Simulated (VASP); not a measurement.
Set up this calculation in VASP 6.6.1, as the native input.

| Item | Value |
| --- | --- |
| Task | single point |
| Functional | r2SCAN |
| Potentials or basis | VASP PAW PBE potentials, release 64 (Mg, F) |
| Cutoff | 660 eV |
| k mesh | 6 × 6 × 8 |
| Occupations | gaussian, width 0.01 eV |
| Spin | no spin polarisation |
| Dipole correction | no |
| Further INCAR settings | ALGO = Normal; EDIFF = 1e-06; NBANDS = 25 |

MgF2:

```xyz
6
Lattice="4.4834 0.0000 0.0000 0.0000 4.4834 0.0000 0.0000 0.0000 3.1101" Properties=species:S:1:pos:R:3 pbc="T T T"
Mg    0.0000    0.0000    0.0000
Mg    2.2417    2.2417    1.5550
F     1.3624    1.3624    0.0000
F     0.8792    3.6041    1.5550
F     3.6041    0.8792    1.5550
F     3.1209    3.1209    0.0000
```

This cell differs from its parent crystal: epitaxial xy strain -3.0%.

One way to write it, as run:

POSCAR

```
MgF2
1.0
    4.4833555148      0.0000000000      0.0000000000
    0.0000000000      4.4833555148      0.0000000000
    0.0000000000      0.0000000000      3.1100508258
Mg F
2 4
Direct
    0.0000000000      0.0000000000      0.0000000000
    0.5000000000      0.5000000000      0.5000000000
    0.3038896615      0.3038896615      0.0000000000
    0.1961103385      0.8038896615      0.5000000000
    0.8038896615      0.1961103385      0.5000000000
    0.6961103385      0.6961103385      0.0000000000
```

INCAR.step1

```
PREC = Accurate ; ENCUT = 660
ISMEAR = 0 ; SIGMA = 0.01
LREAL = F ; LASPH = T
NELM = 120 ; NBANDS = 25
GGA = PE ; ALGO = Normal
EDIFF = 1E-5 ; LWAVE = T
LCHARG = F ; GGA_COMPAT = F
```

INCAR.step2

```
PREC = Accurate ; ENCUT = 660
EDIFF = 1E-6 ; ISMEAR = 0
SIGMA = 0.01 ; LREAL = F
LASPH = T ; NELM = 120
ALGO = Normal ; ISIF = 2
LWAVE = F ; LCHARG = F
METAGGA = R2SCAN ; LMIXTAU = T
NBANDS = 25 ; ISTART = 1
GGA_COMPAT = F
```

KPOINTS

```
Automatic mesh
0
Gamma
  6 6 8
```

Potentials or basis: VASP PAW PBE potentials, release 64 (Mg, F).

Command:

```bash
$ cat potpaw_PBE.64/Mg/POTCAR potpaw_PBE.64/F/POTCAR > POTCAR
$ cp INCAR.step1 INCAR
$ mpirun -np 1 vasp_std > vasp.out
$ cp INCAR.step2 INCAR
$ mpirun -np 1 vasp_std > vasp.out
```

It gave:

```json
{
  "Pressure": "2.8 GPa",
  "Largest force": "0.011 eV/Å",
  "Band gap on the k mesh": "8.24 eV"
}
```

Caveat: the cell differs from its parent crystal (epitaxial xy strain -3.0%); the stress differs along the axes, from -2 to 5 GPa; the structure was generated, so it needn't be the stable form of MgF2; the PAW data sets were made with another functional, which shifts forces and pressure a little.

It took 5.7 min on 1 thread of Oxide Virtual Turin-like Processor (shared host), peak memory 0.24 GiB.
